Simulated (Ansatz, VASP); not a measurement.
# One calculation of InSe, two programs

File INCAR:

```
SYSTEM = InSe
PREC = Accurate ; ENCUT = 520
EDIFF = 1E-6 ; ISMEAR = -1
SIGMA = 0.01 ; LREAL = .False.
LASPH = .True. ; NELM = 60
ALGO = Normal ; ISIF = 2
LWAVE = .False. ; LCHARG = .False.
GGA = PE ; NBANDS = 27
```

KPOINTS

```
regular mesh
0
Gamma
  7 7 7
  0 0 0
```

File POSCAR:

```
InSe
1.0
    1.9591718749      1.1311284094      8.1468944028
   -1.9591718749      1.1311284094      8.1468944028
    0.0000000000     -2.2622568187      8.1468944028
In Se
2 2
Direct
    0.0000000000      0.0000000000      0.0000000000
    0.1122000000      0.1122000000      0.1122000000
    0.6155000000      0.6155000000      0.6155000000
    0.8300000000      0.8300000000      0.8300000000
```

Input for Ansatz:

```yaml
crystal:
  lattice:
    - [1.9591718749, 1.1311284094, 8.1468944028]
    - [-1.9591718749, 1.1311284094, 8.1468944028]
    - [0.0, -2.2622568187, 8.1468944028]
  atoms:
    - { symbol: In, position: [0.0, 0.0, 0.0] }
    - { symbol: In, position: [0.1122, 0.1122, 0.1122] }
    - { symbol: Se, position: [0.6155, 0.6155, 0.6155] }
    - { symbol: Se, position: [0.83, 0.83, 0.83] }
kpoints:
  mp_grid: { grid: [7, 7, 7] }
  band_path:
    path:
      - [0.0, 0.0, 0.0]
      - [-0.5, -0.5, -0.5]
      - [-0.5, -0.1795180059, -0.8204819941]
      - [-0.1795180059, 0.1795180059, -0.5]
      - [0.0, 0.0, -0.5]
      - [0.0, 0.0, 0.0]
      - [0.0, 0.3397590029, -0.3397590029]
      - [-0.3397590029, 0.0, -0.6602409971]
      - [-0.5, 0.0, -0.5]
    npoints: 5
scf:
  occupations: { method: fermi_dirac, width: 0.01 }
hamiltonian:
  xc: pbe
  pseudopotentials: { kind: all_electron, lapw: { basis_error: 0.001 } }
output:
  forces: true
  stress: true
  eigenvalues: true
```

Change from the starting cell: volume scaled by 0.94.

Alike in both runs: task single point; functional PBE; k mesh 7 × 7 × 7; occupations fermi-dirac, width 0.01 eV; no spin polarisation.

```csv
,VASP,Ansatz
version,VASP 6.6.1,Ansatz 0.2.0
potentials or method,"VASP PAW PBE potentials, release 64 (In_d, Se), cutoff 520 eV","all-electron LAPW, scalar-relativistic"
```

VASP gave:

```
gap on the k mesh at the Fermi level (eV)                     : 0.88
pressure (GPa)                                                : 7.1
traceless stress, the component that is largest in VASP (GPa) : -0.67
rms of the force components (eV/Å)                            : 0.346
```

Estimate Ansatz's values.

gap on the k mesh at the Fermi level (eV): 0.90; pressure (GPa): 7.0; traceless stress, the component that is largest in VASP (GPa): -0.66; rms of the force components (eV/Å): 0.335.

Atom by atom the forces differ by 0.010 eV/Å (rms over components). Ansatz ran all-electron here, and VASP with PAW potentials.
